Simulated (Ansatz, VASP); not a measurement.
**One calculation of ZnAu, two programs**

```xyz
2
Lattice="3.0837 0.0000 0.0000 0.0000 3.0837 0.0000 0.0000 0.0000 3.0837" Properties=species:S:1:pos:R:3 pbc="T T T"
Zn    1.5419    1.5419    1.5419
Au    0.0000    0.0000    0.0000
```

Alike in both runs: functional r2SCAN; k mesh 11 × 11 × 11; occupations fermi-dirac, width 0.1 eV; no spin polarisation.

Ansatz relaxed the structure, and its values are those at the end. VASP's run is a single point on that final structure, the one shown.

|  | VASP | Ansatz |
| --- | --- | --- |
| version | VASP 6.6.1 | Ansatz 0.2.0 |
| potentials or method | VASP PAW PBE potentials, release 64 (Zn, Au), cutoff 520 eV | PAW plane waves |
| valence electrons in the cell | 23 | 31 |

VASP gave:

| Property | Result |
| --- | --- |
| pressure (GPa) | 10.5 |

**Question.** Which values does Ansatz return?

**Answer.** Pressure (GPa): 9.9.

VASP's potentials were made for PBE, not for r2SCAN. With one functional, cell and mesh, what is left measures potentials, basis and numerics. VASP's potentials hold 23 valence electrons a cell and Ansatz's 31, so a difference there can come from the potentials and not from the codes. Ansatz's warnings: stress scf threshold loose.

Spin-orbit coupling is off throughout.
